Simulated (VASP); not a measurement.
# Hf (P6_3/mmc) in VASP: further runs

The runs below take Hf through single point, with PBEsol.

All numbers are computed with VASP 6.6.1; they aren't measurements. Logs are shortened: lines on timing, memory, paths and dates and some standing lists are left out, and cuts for length are marked.

**1. The cell of the first run**

It takes space group P6_3/mmc (No. 194, hexagonal). The conventional cell has a = 3.375 Å, b = 3.375 Å, c = 4.538 Å, α = 90.00°, β = 90.00°, γ = 120.00°. Within 3.9 Å of Hf (site symmetry -6m2) lie 12 Hf at 2.99 to 3.37 Å.

**2. Single point, PBEsol**

INCAR

```
SYSTEM = Hf
  ALGO = Fast
  EDIFF = 1E-6
  ENCUT = 520
  GGA = PS
  ISIF = 2
  ISMEAR = 0
  LASPH = .TRUE.
  LCHARG = .FALSE.
  LREAL = .FALSE.
  LWAVE = .FALSE.
  NBANDS = 17
  NELM = 60
  PREC = Accurate
  SIGMA = 0.15
```

KPOINTS

```
k-points
0
G
  18 18 10
  0 0 0
```

POSCAR

```
Hf
1.0
    3.3746497546      0.0000000000      0.0000000000
   -1.6873248773      2.9225324164      0.0000000000
    0.0000000000      0.0000000000      4.5384504950
Hf
2
Direct
    0.3333333333      0.6666666667      0.2500000000
    0.6666666667      0.3333333333      0.7500000000
```

Potentials or basis: VASP PAW PBE potentials, release 64 (Hf_pv).

The run is started by

```
> cat potpaw_PBE.64/Hf_pv/POTCAR > POTCAR
> mpirun -np 1 vasp_std > vasp.out
```

OUTCAR:

```text
SYSTEM = Hf
   EDIFF = 1E-6
   ENCUT = 520
   GGA = PS
   ISIF = 2
   ISMEAR = 0
   LASPH = .TRUE.
   LREAL = .FALSE.
   NELM = 60
   PREC = Accurate

 ion  position               nearest neighbor table
   1  0.333  0.667  0.250-   2 2.99   2 2.99   2 2.99   2 2.99   2 2.99   2 2.99
   2  0.667  0.333  0.750-   1 2.99   1 2.99   1 2.99   1 2.99   1 2.99   1 2.99

  LATTYP: Found a hexagonal cell.
 ALAT       =     3.3746497546
 C/A-ratio  =     1.3448656379

  Lattice vectors:

 A1 = (   3.3746497546,   0.0000000000,   0.0000000000)
 A2 = (  -1.6873248773,   2.9225324164,   0.0000000000)
 A3 = (   0.0000000000,   0.0000000000,   4.5384504950)

Analysis of symmetry for initial positions (statically):
=====================================================================
 Subroutine PRICEL returns:
 Original cell was already a primitive cell.

 Routine SETGRP: Setting up the symmetry group for a
 hexagonal supercell.

 Subroutine GETGRP returns: Found 24 space group operations
 (whereof 12 operations were pure point group operations)
 out of a pool of 24 trial point group operations.

The static configuration has the point symmetry D_3d.
 The point group associated with its full space group is D_6h.

Analysis of symmetry for dynamics (positions and initial velocities):
=====================================================================
 Subroutine PRICEL returns:
 Original cell was already a primitive cell.

 Routine SETGRP: Setting up the symmetry group for a
 hexagonal supercell.

 Subroutine GETGRP returns: Found 24 space group operations
 (whereof 12 operations were pure point group operations)
 out of a pool of 24 trial point group operations.

The dynamic configuration has the point symmetry D_3d.
 The point group associated with its full space group is D_6h.

 Subroutine INISYM returns: Found 24 space group operations
 (whereof 12 operations are pure point group operations),
 and found     1 'primitive' translations

----------------------------------------------------------------------------------------

                                     Primitive cell

  volume of cell :      44.7606

  direct lattice vectors                    reciprocal lattice vectors
     3.374649755  0.000000000  0.000000000     0.296327048  0.171084501  0.000000000
    -1.687324877  2.922532416  0.000000000     0.000000000  0.342169002  0.000000000
     0.000000000  0.000000000  4.538450495     0.000000000  0.000000000  0.220339519

  length of vectors
     3.374649755  3.374649755  4.538450495     0.342169002  0.342169002  0.220339519

  position of ions in fractional coordinates (direct lattice)
     0.333333333  0.666666667  0.250000000
     0.666666667  0.333333333  0.750000000

  ion indices of the primitive-cell ions
   primitive index   ion index
                 1           1
                 2           2

----------------------------------------------------------------------------------------

 KPOINTS: k-points

Automatic generation of k-mesh.
 Grid dimensions read from file:
 generate k-points for:   18   18   10

 Generating k-lattice:

  Cartesian coordinates                     Fractional coordinates (reciprocal lattice)
     0.016462614  0.009504694  0.000000000     0.055555556  0.000000000  0.000000000
     0.000000000  0.019009389  0.000000000     0.000000000  0.055555556  0.000000000
     0.000000000  0.000000000  0.022033952     0.000000000  0.000000000  0.100000000

  Length of vectors
     0.019009389  0.019009389  0.022033952

  Shift w.r.t. Gamma in fractional coordinates (k-lattice)
     0.000000000  0.000000000  0.000000000

 Subroutine IBZKPT returns following result:
 ===========================================

 Found    222 irreducible k-points:

 Following reciprocal coordinates:
            Coordinates               Weight
  0.000000  0.000000  0.000000      1.000000
  0.055556  0.000000  0.000000      6.000000
  0.111111  0.000000  0.000000      6.000000
  0.166667  0.000000  0.000000      6.000000
  0.222222  0.000000  0.000000      6.000000
  0.277778  0.000000  0.000000      6.000000
[... 16 lines left out ...]
  0.333333  0.111111  0.000000     12.000000
  0.388889  0.111111  0.000000     12.000000
 [... further k-points ...]
   k-points           NKPTS =    222   k-points in BZ     NKDIM =    222   number of bands    NBANDS=     17
   number of dos      NEDOS =    301   number of ions     NIONS =      2
   total plane-waves  NPLWV =  28224
   dimension x,y,z NGX =    28 NGY =   28 NGZ =   36
   dimension x,y,z NGXF=    56 NGYF=   56 NGZF=   72
   ions per type =               2
   NGX,Y,Z   is equivalent  to a cutoff of  13.79, 13.79, 13.19 a.u.
   NGXF,Y,Z  is equivalent  to a cutoff of  27.59, 27.59, 26.37 a.u.
 SYSTEM =  Hf
   PREC   = accura    normal or accurate (medium, high low for compatibility)
   ISTART =      0    job   : 0-new  1-cont  2-samecut
   ICHARG =      2    charge: 1-file 2-atom 10-const
   ISPIN  =      1    spin polarized calculation?
   LNONCOLLINEAR =      F non collinear calculations
   LSORBIT =      F    spin-orbit coupling
   LASPH  =      T    aspherical Exc in radial PAW
   ENCUT  =  520.0 eV  38.22 Ry    6.18 a.u.   6.27  6.27  8.44*2*pi/ulx,y,z
   NELM   =     60;   NELMIN=  2; NELMDL= -5     # of ELM steps
   EDIFF  = 0.1E-05   stopping-criterion for ELM
   LREAL  =      F    real-space projection
   EDIFFG = 0.1E-04   stopping-criterion for IOM
   NSW    =      0    number of steps for IOM
   IBRION =     -1    ionic relax: 0-MD 1-quasi-New 2-CG
   NFREE  =      0    steps in history (QN), initial steepest desc. (CG)
   ISIF   =      2    stress and relaxation
   ISYM   =      2    0-nonsym 1-usesym 2-fastsym
   POTIM  = 0.5000    time-step for ionic-motion
   TEBEG  =    0.0;   TEEND  =   0.0 temperature during run
   PSTRESS=    0.0 pullay stress
   NELECT =      20.0000    total number of electrons
   NUPDOWN=      -1.0000    fix difference up-down
   EMIN   =  10.00;   EMAX   =-10.00  energy-range for DOS
   EFERMI =   0.00;   METHOD = LEGACY
   ISMEAR =     0;   SIGMA  =   0.15  broadening in eV -4-tet -1-fermi 0-gaus
   EFERMI_NEDOS =   21; number of points for ismear=-14 and -15
   IALGO  =     68    algorithm
   IMIX   =      4    mixing-type and parameters
     AMIX     =   0.40;   BMIX     =  1.00
     AMIX_MAG =   1.60;   BMIX_MAG =  1.00
  volume/ion in A,a.u.               =      22.38       151.03
  Fermi-wavevector in a.u.,A,eV,Ry     =   1.251564  2.365112 21.312324  1.566412
  Thomas-Fermi vector in A             =   2.385505
   LORBIT       =      0    0 simple, 1 ext, 2 COOP (PROOUT), +10 PAW based schemes
   GGA     = PS    functional components
   LHFCALC =     F    Hartree Fock is set to
   AEXX    =    0.0000 exact exchange contribution
   IVDW    =     0    specifies the selected vdW correction
   LEPSILON=     F    determine dielectric tensor
   LRPA    =     F    only Hartree local field effects (RPA)
 non-spin polarized calculation
 RMM-DIIS sequential band-by-band and
 Gauss-broadening in eV      SIGMA  =   0.15
  energy-cutoff  :      520.00
  volume of cell :       44.76
 maximum number of plane-waves:      1223
 NGX is ok and might be reduce to    28

 number of electron      19.9999998 magnetization

 Free energy of the ion-electron system (eV)
  ---------------------------------------------------
  ext. energy  EPLUGINS =         0.00000000
  ---------------------------------------------------
  free energy    TOTEN  =       -20.72353170 eV

  energy without entropy =      -20.70621441  energy(sigma->0) =      -20.71487306

 E-fermi :   4.7056     XC(G=0): -11.3742

 val. band max:        4.6997395619   @ k =   0.4444   0.0000   0.1000
 cond. band min:       4.7108350776   @ k =   0.4444   0.0556   0.1000
 fundamental gap:      0.0110955157
 Fermi energy:         4.7055506301

 k-point     1 :       0.0000    0.0000    0.0000
  band No.  band energies     occupation
      1     -26.4668      2.00000
      2     -25.7478      2.00000
      3     -25.7478      2.00000
      4     -25.4740      2.00000
      5     -25.4740      2.00000
      6     -25.3379      2.00000
[... 9 lines left out ...]
     16       7.6292      0.00000
     17       9.8760      0.00000

 k-point     2 :       0.0556    0.0000    0.0000
  band No.  band energies     occupation
      1     -26.4583      2.00000
      2     -25.7572      2.00000
      3     -25.7530      2.00000
      4     -25.4856      2.00000
      5     -25.4736      2.00000
      6     -25.3447      2.00000
[... 9 lines left out ...]
     16       7.7916      0.00000
     17       9.9677      0.00000

 k-point     3 :       0.1111    0.0000    0.0000
  band No.  band energies     occupation
      1     -26.4333      2.00000
      2     -25.7846      2.00000
      3     -25.7677      2.00000
      4     -25.5186      2.00000
      5     -25.4728      2.00000
      6     -25.3648      2.00000
[... 9 lines left out ...]
     16       8.1584      0.00000
     17      10.2118      0.00000

 k-point     4 :       0.1667    0.0000    0.0000
  band No.  band energies     occupation
      1     -26.3930      2.00000
      2     -25.8269      2.00000
      3     -25.7894      2.00000
      4     -25.5681      2.00000
      5     -25.4724      2.00000
      6     -25.3976      2.00000
[... 9 lines left out ...]
     16       8.5855      0.00000
     17      10.5437      0.00000
[... 343 lines left out ...]
      1     -26.1856      2.00000
      2     -25.9904      2.00000
      3     -25.8941      2.00000
      4     -25.7280      2.00000
      5     -25.5744      2.00000
      6     -25.4978      2.00000
[... 9 lines left out ...]
     16       9.9109      0.00000
     17      11.5648      0.00000

 k-point    23 :       0.3333    0.1111    0.0000
  band No.  band energies     occupation
      1     -26.1169      2.00000
      2     -26.0364      2.00000
      3     -25.9019      2.00000
      4     -25.7721      2.00000
      5     -25.6359      2.00000
      6     -25.5023      2.00000
[... 9 lines left out ...]
     16      10.2548      0.00000
     17      11.8823      0.00000

 k-point    24 :       0.3889    0.1111    0.0000
  band No.  band energies     occupation
      1     -26.0666      2.00000
      2     -26.0602      2.00000
      3     -25.9022      2.00000
      4     -25.8052      2.00000
      5     -25.6880      2.00000
      6     -25.5053      2.00000
[... 9 lines left out ...]
     16      10.5614      0.00000
     17      11.2582      0.00000

 [... further k-points ...]
[... 5 lines left out ...]
  --------------------------------------------------------------------------------------
  -------------------------------------------------------------------------------------
  Total       -2.2700717     -2.2700717      2.2679366     -0.0000000     -0.0000000     -0.0000000
  in kB      -81.2558249    -81.2558249     81.1794028     -0.0000000     -0.0000000     -0.0000000
  external PRESSURE =     -27.1107490 kB  Pullay stress =       0.0000000 kB

 VOLUME and BASIS-vectors are now :
 -----------------------------------------------------------------------------
  energy-cutoff  :      520.00
  volume of cell :       44.76
      direct lattice vectors                 reciprocal lattice vectors
     3.374649755  0.000000000  0.000000000     0.296327048  0.171084501  0.000000000
    -1.687324877  2.922532416  0.000000000     0.000000000  0.342169002  0.000000000
     0.000000000  0.000000000  4.538450495     0.000000000  0.000000000  0.220339519

 POSITION                                       TOTAL-FORCE (eV/Angst)
 -----------------------------------------------------------------------------------
     -0.00000      1.94835      1.13461         0.000000      0.000000      0.000000
      1.68732      0.97418      3.40384        -0.000000      0.000000      0.000000
 -----------------------------------------------------------------------------------
    total drift:                               -0.000000      0.000000     -0.000000

  FREE ENERGIE OF THE ION-ELECTRON SYSTEM (eV)
  ---------------------------------------------------
  free  energy   TOTEN  =       -20.7235317029 eV

  energy  without entropy=      -20.7062144134  energy(sigma->0) =      -20.71487306
```

Wall time 79 s (1 thread of Intel Xeon 6975P-C (Granite Rapids), shared host); peak memory 0.27 GiB.

What came out:

```
Free energy            : -20.7235 eV
Pressure               : -2.7 GPa
Band gap on the k mesh : zero (band 10 reaches 5.72 eV, above the bottom of band 11 at 4.33 eV)
```

Levels at points of the mesh, in eV from the Fermi level:
```
           k point  band 8  band 9  band 10  band 11  band 12  band 13
(0.00, 0.00, 0.00)   -3.42    0.79     0.79     1.48     1.48     2.05
(0.50, 0.00, 0.00)   -2.80   -1.82    -1.30    -0.12     1.87     2.68
(0.00, 0.00, 0.50)   -4.83    0.27     0.27     0.27     0.27     1.02
(0.50, 0.00, 0.50)   -3.30   -0.49    -0.49     1.27     1.27     1.96
```

Caveat: the PAW data sets were made with another functional, which shifts forces and pressure a little; spin-orbit coupling is left out, which moves the levels of the heavy elements.

**3. Single point, PBEsol**

This run uses another cell than the first one, of the same volume but with other edges.

INCAR

```
PREC = Accurate ; ENCUT = 520
EDIFF = 1E-6 ; ISMEAR = 0
SIGMA = 0.15 ; LREAL = False
LASPH = True ; NELM = 100
ALGO = Fast ; ISIF = 2
LWAVE = False ; LCHARG = False
GGA = PS ; NBANDS = 17
```

KPOINTS

```
regular mesh
0
Gamma
  18 18 10
```

POSCAR

```
Hf
1.0
    3.0082084847      0.0000000000      0.0000000000
   -1.5041042424      2.6051849677      0.0000000000
    0.0000000000      0.0000000000      5.7114864322
Hf
2
Direct
    0.3333333333      0.6666666667      0.2500000000
    0.6666666667      0.3333333333      0.7500000000
```

Potentials or basis: VASP PAW PBE potentials, release 64 (Hf_pv).

The run is started by

```
> cat potpaw_PBE.64/Hf_pv/POTCAR > POTCAR
> mpirun -np 1 vasp_std > vasp.out
```

Run time: 55 s. Hardware: 1 thread of Intel Xeon 6975P-C (Granite Rapids), shared host; peak memory 0.26 GiB.

It converged, with:

```yaml
Free_energy: -20.6836 eV
Pressure: -3.8 GPa
Band_gap_on_the_k_mesh: zero (band 10 reaches 4.75 eV, above the bottom of band 11 at 4.37 eV)
```

Stress tensor (GPa, compression positive):
```
  0.96   0.00   0.00
  0.00   0.96   0.00
  0.00   0.00 -13.44
```

Levels at points of the mesh, in eV from the Fermi level:
| k point | band 7 | band 8 | band 9 | band 10 | band 11 | band 12 | band 13 | band 14 |
| --- | --- | --- | --- | --- | --- | --- | --- | --- |
| (0.00, 0.00, 0.00) | -7.24 | -4.21 | -0.49 | -0.10 | 1.60 | 1.60 | 2.01 | 2.01 |
| (0.50, 0.00, 0.00) | -3.14 | -2.79 | -2.30 | 0.07 | 0.10 | 0.95 | 2.20 | 5.83 |
| (0.00, 0.00, 0.50) | -5.77 | -5.77 | -0.65 | -0.65 | 1.69 | 1.69 | 1.69 | 1.69 |
| (0.50, 0.00, 0.50) | -3.29 | -3.29 | -1.38 | -1.38 | 1.60 | 1.60 | 3.57 | 3.57 |

Caveat: the PAW data sets were made with another functional, which shifts forces and pressure a little; spin-orbit coupling is left out, which moves the levels of the heavy elements.

**4. Single point, PBEsol**

This run uses another cell than the first one, of the same volume but with other edges.

INCAR

```
SYSTEM = Hf
ALGO = Fast ; EDIFF = 1E-6
ENCUT = 520 ; GGA = PS
ISIF = 2 ; ISMEAR = 0
LASPH = .True. ; LCHARG = .True.
LELF = .True. ; LREAL = .False.
LVHAR = .True. ; LWAVE = .False.
NBANDS = 17 ; NELM = 100
PREC = Accurate ; SIGMA = 0.15
```

KPOINTS

```
k-points
0
Gamma
  18 18 10
  0 0 0
```

POSCAR

```
Hf
1.0
    3.2867933890      0.0000000000      0.0000000000
   -1.6433966945      2.8464465718      0.0000000000
    0.0000000000      0.0000000000      4.7843198221
Hf
2
Direct
    0.3333333333      0.6666666667      0.2500000000
    0.6666666667      0.3333333333      0.7500000000
```

The run is started by

```
> cat potpaw_PBE.64/Hf_pv/POTCAR > POTCAR
> mpirun -np 1 vasp_std > vasp.out
```

Run time: 50 s. Hardware: 1 thread of Intel Xeon 6975P-C (Granite Rapids), shared host; peak memory 0.26 GiB.

The run converged. Its results:

```yaml
Free_energy: -20.9190 eV
Pressure: -3.5 GPa
Band_gap_on_the_k_mesh: zero (band 10 reaches 5.80 eV, above the bottom of band 11 at 4.33 eV)
```

Stress tensor (GPa, compression positive):
```
-6.72  0.00  0.00
 0.00 -6.72  0.00
 0.00  0.00  2.85
```

Levels at points of the mesh, in eV from the Fermi level:
| k point | band 8 | band 9 | band 10 | band 11 | band 12 | band 13 |
| --- | --- | --- | --- | --- | --- | --- |
| (0.00, 0.00, 0.00) | -3.57 | 0.94 | 0.94 | 1.40 | 1.95 | 1.95 |
| (0.50, 0.00, 0.00) | -2.80 | -2.09 | -1.11 | 0.22 | 1.32 | 2.15 |
| (0.00, 0.00, 0.50) | -5.16 | 0.54 | 0.54 | 0.64 | 0.64 | 0.64 |
| (0.50, 0.00, 0.50) | -3.42 | -0.78 | -0.78 | 1.15 | 1.15 | 2.24 |

Caveat: the PAW data sets were made with another functional, which shifts forces and pressure a little; spin-orbit coupling is left out, which moves the levels of the heavy elements.

**5. Single point, PBEsol**

This run uses another cell than the first one, of the same volume but with other edges.

INCAR

```
SYSTEM = Hf
PREC = Accurate ; ENCUT = 520
EDIFF = 1E-6 ; ISMEAR = 0
SIGMA = 0.15 ; LREAL = .False.
LASPH = .True. ; NELM = 80
ALGO = Fast ; ISIF = 2
LWAVE = .False. ; LCHARG = .False.
GGA = PS ; NBANDS = 17
```

KPOINTS

```
Automatic mesh
0
Gamma
  18 18 10
  0 0 0
```

POSCAR

```
Hf
1.0
    3.0967355433      0.0000000000      0.0000000000
   -1.5483677717      2.6818516493      0.0000000000
    0.0000000000      0.0000000000      5.3896029931
Hf
2
Direct
    0.3333333333      0.6666666667      0.2500000000
    0.6666666667      0.3333333333      0.7500000000
```

The run is started by

```
> cat potpaw_PBE.64/Hf_pv/POTCAR > POTCAR
> mpirun -np 1 vasp_std > vasp.out
```

It took 60 s on 1 thread of Intel Xeon 6975P-C (Granite Rapids), shared host; peak memory 0.26 GiB.

Results (log left out):

```yaml
Free_energy: -20.8947 eV
Pressure: -4.1 GPa
Band_gap_on_the_k_mesh: zero (band 10 reaches 5.29 eV, above the bottom of band 11 at 4.34 eV)
```

Stress tensor (GPa, compression positive):
```
 -0.69   0.00   0.00
  0.00  -0.69   0.00
  0.00   0.00 -10.98
```

Levels at points of the mesh, in eV from the Fermi level:
| k point | band 6 | band 7 | band 8 | band 9 | band 10 | band 11 | band 12 | band 13 | band 14 | band 15 |
| --- | --- | --- | --- | --- | --- | --- | --- | --- | --- | --- |
| (0.00, 0.00, 0.00) | -30.04 | -7.34 | -3.96 | -0.02 | 0.58 | 1.39 | 1.39 | 1.98 | 1.98 | 3.43 |
| (0.50, 0.00, 0.00) | -30.19 | -3.23 | -2.75 | -2.31 | -0.36 | 0.41 | 1.21 | 1.48 | 6.08 | 6.52 |
| (0.00, 0.00, 0.50) | -30.08 | -5.63 | -5.63 | -0.29 | -0.29 | 1.43 | 1.43 | 1.43 | 1.43 | 4.89 |
| (0.50, 0.00, 0.50) | -30.26 | -3.37 | -3.37 | -1.22 | -1.22 | 1.34 | 1.34 | 3.10 | 3.10 | 5.77 |

Caveat: the PAW data sets were made with another functional, which shifts forces and pressure a little; spin-orbit coupling is left out, which moves the levels of the heavy elements.

**6. The runs side by side**

| cell | gap on the mesh (eV) | pressure (GPa) |
| --- | --- | --- |
| a = 3.375, b = 3.375, c = 4.538 Å, angles 90.0, 90.0, 120.0°, 2 atoms | none | -2.7 |
| a = 3.008, b = 3.008, c = 5.711 Å, angles 90.0, 90.0, 120.0°, 2 atoms | none | -3.8 |
| a = 3.287, b = 3.287, c = 4.784 Å, angles 90.0, 90.0, 120.0°, 2 atoms | none | -3.5 |
| a = 3.097, b = 3.097, c = 5.390 Å, angles 90.0, 90.0, 120.0°, 2 atoms | none | -4.1 |

Alike in all rows: task single point; level PBEsol; potentials or basis VASP PAW PBE potentials, release 64 (Hf_pv); no spin polarisation; k mesh 18 × 18 × 10; cutoff (eV) 520; smearing gaussian 0.15 eV.

Caveats: the PAW data sets were made with another functional, which shifts forces and pressure a little; spin-orbit coupling is left out, which moves the levels of the heavy elements.

Total energies depend on the potentials used, so only differences within one code and one set of settings carry meaning.
